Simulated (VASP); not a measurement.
Set up this calculation in VASP 6.6.1, as the native input.

| Item | Value |
| --- | --- |
| Task | single point |
| Functional | PBEsol |
| Potentials or basis | VASP PAW PBE potentials, release 64 (Ir) |
| Cutoff | 520 eV |
| k mesh | 15 × 15 × 15 |
| Occupations | gaussian, width 0.1 eV |
| Spin | no spin polarisation |
| Dipole correction | no |
| Further INCAR settings | ALGO = Normal; EDIFF = 1e-06; NBANDS = 10 |

The structure of Ir lies in POSCAR:

```
Ir
1.0
    2.6728587958      0.0000000000      0.0000000000
   -1.3364293979      2.3147636179      0.0000000000
    1.3364293979      0.7715878726      2.2260493450
Ir
1
Direct
    0.0000000000      0.0000000000      0.0000000000
```

These files were run (other wordings do the same):

INCAR

```
SYSTEM = Ir
ALGO     = Normal         ! electronic algorithm
EDIFF    = 1E-6           ! SCF threshold, eV
ENCUT    = 520            ! plane-wave cutoff, eV
GGA      = PS             ! functional
ISIF     = 2              ! what is computed and relaxed
ISMEAR   = 0              ! smearing method
LASPH    = .TRUE.         ! aspherical terms in the spheres
LCHARG   = .FALSE.        ! write CHGCAR
LREAL    = .FALSE.        ! projectors in reciprocal space
LWAVE    = .FALSE.        ! write WAVECAR
NBANDS   = 10             ! bands
NELM     = 100            ! most SCF steps
PREC     = Accurate       ! precision mode
SIGMA    = 0.1            ! smearing width, eV
```

KPOINTS

```
k-points
0
G
  15 15 15
  0 0 0
```

Potentials or basis: VASP PAW PBE potentials, release 64 (Ir).

Launch:

```bash
$ cat potpaw_PBE.64/Ir/POTCAR > POTCAR
$ mpirun -np 1 vasp_std > vasp.out
```

Results of the run:

```yaml
Pressure: 9.3 GPa
```

Caveat: the PAW data sets were made with another functional, which shifts forces and pressure a little.

Wall time 46 s on 1 thread of Intel Xeon 8259CL, with other jobs on the host, peak memory 0.17 GiB.
